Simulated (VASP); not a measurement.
Write the native input for VASP 6.6.1 that does the following.

- Task: single point
- Functional: RPBE
- Potentials or basis: VASP PAW PBE potentials, release 64 (Mg, Mn_pv)
- Cutoff: 600 eV
- k mesh: 7 × 7 × 7
- Occupations: fermi-dirac, width 0.05 eV
- Spin: collinear spin, ferromagnetic start
- Starting moments: [0.0, 0.0, 0.0, 5.2] μB
- Dipole correction: no
- Further INCAR settings: ALGO = Normal; EDIFF = 1e-06; NBANDS = 22

The structure of Mg3Mn lies in POSCAR:

```
Mg3Mn
1.0
    4.2975710000      0.0000000000      0.0000000000
    0.0000000000      4.2975710000      0.0000000000
    0.0000000000      0.0000000000      4.2975710000
Mg Mn
3 1
Direct
    0.5000000000      0.5000000000      0.0000000000
    0.5000000000      0.0000000000      0.5000000000
    0.0000000000      0.5000000000      0.5000000000
    0.0000000000      0.0000000000      0.0000000000
```

The input as run:

INCAR

```
SYSTEM = Mg3Mn
PREC = Accurate ; ENCUT = 600
EDIFF = 1E-6 ; ISMEAR = -1
SIGMA = 0.05 ; LREAL = .FALSE.
LASPH = .TRUE. ; NELM = 200
ALGO = Normal ; ISIF = 2
LWAVE = .FALSE. ; LCHARG = .FALSE.
ISPIN = 2 ; MAGMOM = 0 0 0 5.2
LORBIT = 11 ; LMAXMIX = 4
GGA = RP ; NBANDS = 22
GGA_COMPAT = .FALSE.
```

KPOINTS

```
regular mesh
0
G
  7 7 7
  0 0 0
```

Potentials or basis: VASP PAW PBE potentials, release 64 (Mg, Mn_pv).

Run with:

```bash
$ cat potpaw_PBE.64/Mg/POTCAR potpaw_PBE.64/Mn_pv/POTCAR > POTCAR
$ mpirun -np 1 vasp_std > vasp.out
```

Results of the run:

```yaml
Pressure: 1.6 GPa
Net_moment: 3.55 μB per cell
Site_moments: Mg -0.03; Mn +3.67 μB
Valence_electrons_inside_the_program's_atomic_spheres: Mg 0.37; Mn 11.40
```

Caveat: the PAW data sets were made with another functional, which shifts forces and pressure a little.

Wall time 2.7 min on 1 thread of Intel Xeon 8259CL, with other jobs on the host, peak memory 0.27 GiB.
